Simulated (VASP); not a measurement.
# AlGaN2 (P-4m2) in VASP: further runs

The runs below take AlGaN2 through single point, with LDA.

Everything below comes from runs of VASP 6.6.1. Logs are shortened: lines on timing, memory, paths and dates and some standing lists are left out, and cuts for length are marked.

**1. The cell of the first run**

It takes space group P-4m2 (No. 115, tetragonal). The conventional cell has a = 3.065 Å, b = 3.065 Å, c = 4.529 Å, α = 90.00°, β = 90.00°, γ = 90.00°. Al (site symmetry -4m2) has 4 N at 1.88 Å within 2.5 Å. Within 2.6 Å of Ga (site symmetry -4m2) lie 4 N at 1.93 Å. Within 2.5 Å of N (site symmetry 2mm) lie 2 Al at 1.88 Å and 2 Ga at 1.93 Å.

**2. Single point, LDA**

File INCAR:

```
SYSTEM = AlGaN2
PREC = Accurate
ENCUT = 520
EDIFF = 1E-7
ISMEAR = 0
SIGMA = 0.05
LREAL = .False.
LASPH = .True.
NELM = 60
ALGO = Normal
ISIF = 2
LWAVE = .False.
LCHARG = .False.
GGA = CA
NBANDS = 21
```

File KPOINTS:

```
Automatic mesh
0
Gamma
  8 8 6
  0 0 0
```

File POSCAR:

```
AlGaN2
1.0
    3.0650311230      0.0000000000      0.0000000000
    0.0000000000      3.0650311230      0.0000000000
    0.0000000000      0.0000000000      4.5292829711
Al Ga N
1 1 2
Direct
    0.5000000000      0.5000000000      0.5000000000
    0.0000000000      0.0000000000      0.0000000000
    0.5000000000      0.0000000000      0.7400513254
    0.0000000000      0.5000000000      0.2599486746
```

Potentials or basis: VASP PAW LDA potentials, release 64 (Al, Ga_d, N).

Launch:

```sh
cat potpaw_LDA.64/Al/POTCAR potpaw_LDA.64/Ga_d/POTCAR potpaw_LDA.64/N/POTCAR > POTCAR
mpirun -np 1 vasp_std > vasp.out
```

OUTCAR:

```text
SYSTEM = AlGaN2
   PREC = Accurate
   ENCUT = 520
   EDIFF = 1E-7
   ISMEAR = 0
   LREAL = .False.
   LASPH = .True.
   NELM = 60
   ISIF = 2
   GGA = CA

 ion  position               nearest neighbor table
   1  0.500  0.500  0.500-   3 1.88   4 1.88   3 1.88   4 1.88   2 3.13   2 3.13   2 3.13   2 3.13
                             2 3.13   2 3.13   2 3.13   2 3.13
   2  0.000  0.000  0.000-   3 1.93   4 1.93   4 1.93   3 1.93   1 3.13   1 3.13   1 3.13   1 3.13
                             1 3.13   1 3.13   1 3.13   1 3.13
   3  0.500  0.000  0.740-   1 1.88   1 1.88   2 1.93   2 1.93
   4  0.000  0.500  0.260-   1 1.88   1 1.88   2 1.93   2 1.93

  LATTYP: Found a simple tetragonal cell.
 ALAT       =     3.0650311230
 C/A-ratio  =     1.4777282153

  Lattice vectors:

 A1 = (   3.0650311230,   0.0000000000,   0.0000000000)
 A2 = (   0.0000000000,   3.0650311230,   0.0000000000)
 A3 = (   0.0000000000,   0.0000000000,   4.5292829711)

Analysis of symmetry for initial positions (statically):
=====================================================================
 Subroutine PRICEL returns:
 Original cell was already a primitive cell.

 Routine SETGRP: Setting up the symmetry group for a
 simple tetragonal supercell.

 Subroutine GETGRP returns: Found  8 space group operations
 (whereof  8 operations were pure point group operations)
 out of a pool of 16 trial point group operations.

The static configuration has the point symmetry D_2d.

Analysis of symmetry for dynamics (positions and initial velocities):
=====================================================================
 Subroutine PRICEL returns:
 Original cell was already a primitive cell.

 Routine SETGRP: Setting up the symmetry group for a
 simple tetragonal supercell.

 Subroutine GETGRP returns: Found  8 space group operations
 (whereof  8 operations were pure point group operations)
 out of a pool of 16 trial point group operations.

The dynamic configuration has the point symmetry D_2d.

 Subroutine INISYM returns: Found  8 space group operations
 (whereof  8 operations are pure point group operations),
 and found     1 'primitive' translations

----------------------------------------------------------------------------------------

                                     Primitive cell

  volume of cell :      42.5500

  direct lattice vectors                    reciprocal lattice vectors
     3.065031123  0.000000000  0.000000000     0.326260961  0.000000000  0.000000000
[... 91 lines left out ...]
   LREAL  =      F    real-space projection
   EDIFFG = 0.1E-05   stopping-criterion for IOM
   NSW    =      0    number of steps for IOM
   IBRION =     -1    ionic relax: 0-MD 1-quasi-New 2-CG
   NFREE  =      0    steps in history (QN), initial steepest desc. (CG)
   ISIF   =      2    stress and relaxation
   ISYM   =      2    0-nonsym 1-usesym 2-fastsym
   POTIM  = 0.5000    time-step for ionic-motion
   TEBEG  =    0.0;   TEEND  =   0.0 temperature during run
   PSTRESS=    0.0 pullay stress
   NELECT =      26.0000    total number of electrons
   NUPDOWN=      -1.0000    fix difference up-down
   EMIN   =  10.00;   EMAX   =-10.00  energy-range for DOS
   EFERMI =   0.00;   METHOD = LEGACY
   ISMEAR =     0;   SIGMA  =   0.05  broadening in eV -4-tet -1-fermi 0-gaus
   EFERMI_NEDOS =   21; number of points for ismear=-14 and -15
   IALGO  =     38    algorithm
   IMIX   =      4    mixing-type and parameters
     AMIX     =   0.40;   BMIX     =  1.00
     AMIX_MAG =   1.60;   BMIX_MAG =  1.00
  volume/ion in A,a.u.               =      10.64        71.79
  Fermi-wavevector in a.u.,A,eV,Ry     =   1.389205  2.625216 26.257738  1.929889
  Thomas-Fermi vector in A             =   2.513258
   LORBIT       =      0    0 simple, 1 ext, 2 COOP (PROOUT), +10 PAW based schemes
   GGA     = CA    functional components
   LHFCALC =     F    Hartree Fock is set to
   AEXX    =    0.0000 exact exchange contribution
   IVDW    =     0    specifies the selected vdW correction
   LEPSILON=     F    determine dielectric tensor
   LRPA    =     F    only Hartree local field effects (RPA)
 non-spin polarized calculation
 Gauss-broadening in eV      SIGMA  =   0.05
  energy-cutoff  :      520.00
  volume of cell :       42.55
 maximum number of plane-waves:      1160
 NGX is ok and might be reduce to    24
   NGX = 11   NGY = 11   NGZ = 17

 number of electron      26.0000010 magnetization

 Free energy of the ion-electron system (eV)
  ---------------------------------------------------
  ext. energy  EPLUGINS =         0.00000000
  ---------------------------------------------------
  free energy    TOTEN  =       -30.28554712 eV

  energy without entropy =      -30.28554712  energy(sigma->0) =      -30.28554712

 E-fermi :   5.9442     XC(G=0): -11.8483

 val. band max:        5.7373560893   @ k =   0.0000   0.0000   0.0000
 cond. band min:       8.7190364531   @ k =   0.0000   0.0000   0.0000
 fundamental gap:      2.9816803638
 Fermi energy:         5.9441920662

 k-point     1 :       0.0000    0.0000    0.0000
  band No.  band energies     occupation
      1      -9.8894      2.00000
      2      -8.4756      2.00000
      3      -7.4228      2.00000
      4      -7.4228      2.00000
      5      -7.3827      2.00000
      6      -7.2185      2.00000
[... 565 lines left out ...]
     20      17.9483      0.00000
     21      18.1410      0.00000

 [... further k-points ...]

------------------------ aborting loop because EDIFF is reached ----------------------------------------

  FORCE on cell =-STRESS in cart. coord.  units (eV):
  Direction    XX          YY          ZZ          XY          YZ          ZX
  --------------------------------------------------------------------------------------
  -------------------------------------------------------------------------------------
  Total        0.8407059      0.8407059     -1.0724419      0.0000000      0.0000000      0.0000000
  in kB       31.6559560     31.6559560    -40.3817489      0.0000000      0.0000000      0.0000000
  external PRESSURE =       7.6433877 kB  Pullay stress =       0.0000000 kB

 VOLUME and BASIS-vectors are now :
 -----------------------------------------------------------------------------
  energy-cutoff  :      520.00
  volume of cell :       42.55
      direct lattice vectors                 reciprocal lattice vectors
     3.065031123  0.000000000  0.000000000     0.326260961  0.000000000  0.000000000
     0.000000000  3.065031123  0.000000000     0.000000000  0.326260961  0.000000000
     0.000000000  0.000000000  4.529282971     0.000000000  0.000000000  0.220785499

 POSITION                                       TOTAL-FORCE (eV/Angst)
 -----------------------------------------------------------------------------------
      1.53252      1.53252      2.26464         0.000000     -0.000000      0.000000
      0.00000      0.00000      0.00000        -0.000000      0.000000      0.000000
      1.53252      0.00000      3.35190         0.000000     -0.000000      0.050367
      0.00000      1.53252      1.17738         0.000000      0.000000     -0.050367
 -----------------------------------------------------------------------------------
    total drift:                                0.000000      0.000000      0.000000

  FREE ENERGIE OF THE ION-ELECTRON SYSTEM (eV)
  ---------------------------------------------------
  free  energy   TOTEN  =       -30.2855471189 eV

  energy  without entropy=      -30.2855471189  energy(sigma->0) =      -30.28554712
```

stdout:

```text
POSCAR found type information on POSCAR AlGaN
 POSCAR found :  3 types and       4 ions
 scaLAPACK will be used
 LDA part: xc-table for (Slater(with rela. corr.)+CA(PZ))
 , standard interpolation
 POSCAR, INCAR and KPOINTS ok, starting setup
 FFT: planning ... GRIDC
 FFT: planning ... GRID_SOFT
 FFT: planning ... GRID
 WAVECAR not read
 entering main loop
```

It took 26 s on 1 thread of AMD EPYC 9R45 (Zen 5), shared host; peak memory 0.14 GiB.

Results:

```
Free energy            : -30.2855 eV
Pressure               : 0.8 GPa
Largest force          : 0.050 eV/Å
Band gap on the k mesh : 2.98 eV, direct
```

Forces in eV/Å, atoms in the order of the input:
```
Al   0.000  0.000  0.000
Ga   0.000  0.000  0.000
N    0.000  0.000  0.050
N    0.000  0.000 -0.050
```

 A k mesh can miss the band edges.

(Continued in part 2 of 2.)
